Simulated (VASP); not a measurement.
A run of VASP 6.6.1 is set up as follows.

Contents of POSCAR:

```
InP
1.0
    0.0000000000      2.9305000000      2.9305000000
    2.9305000000      0.0000000000      2.9305000000
    2.9305000000      2.9305000000      0.0000000000
In P
1 1
Direct
    0.0000000000      0.0000000000      0.0000000000
    0.7500000000      0.7500000000      0.7500000000
```

Contents of INCAR.step1:

```
SYSTEM = InP
  PREC = Accurate
  ENCUT = 520
  EDIFF = 1E-5
  ISMEAR = 0
  SIGMA = 0.01
  LREAL = .FALSE.
  LASPH = .TRUE.
  NELM = 60
  ALGO = Normal
  ISIF = 2
  LWAVE = .TRUE.
  LCHARG = .FALSE.
  GGA = PE
  NBANDS = 16
```

INCAR.step2

```
SYSTEM = InP
  PREC = Accurate
  ENCUT = 520
  EDIFF = 1E-7
  ISMEAR = 0
  SIGMA = 0.01
  LREAL = .FALSE.
  LASPH = .TRUE.
  NELM = 60
  ALGO = Normal
  ISIF = 2
  LWAVE = .FALSE.
  LCHARG = .FALSE.
  GGA = PE
  LHFCALC = .TRUE.
  HFSCREEN = 0.2079
  PRECFOCK = Normal
  ISTART = 1
  NBANDS = 16
```

KPOINTS

```
Automatic mesh
0
G
  6 6 6
  0 0 0
```

Potentials or basis: VASP PAW PBE potentials, release 64 (In_d, P).

Command:

```bash
$ cat potpaw_PBE.64/In_d/POTCAR potpaw_PBE.64/P/POTCAR > POTCAR
$ cp INCAR.step1 INCAR
$ mpirun -np 1 vasp_std > vasp.out
$ cp INCAR.step2 INCAR
$ mpirun -np 1 vasp_std > vasp.out
```

Q: What does it give for the pressure?

A: 1.4 GPa.

Q: What does it give for the band gap on the k mesh?

A: 1.50 eV.

Caveat: the PAW data sets were made with another functional, which shifts forces and pressure a little; spin-orbit coupling is left out, which moves the levels of the heavy elements.
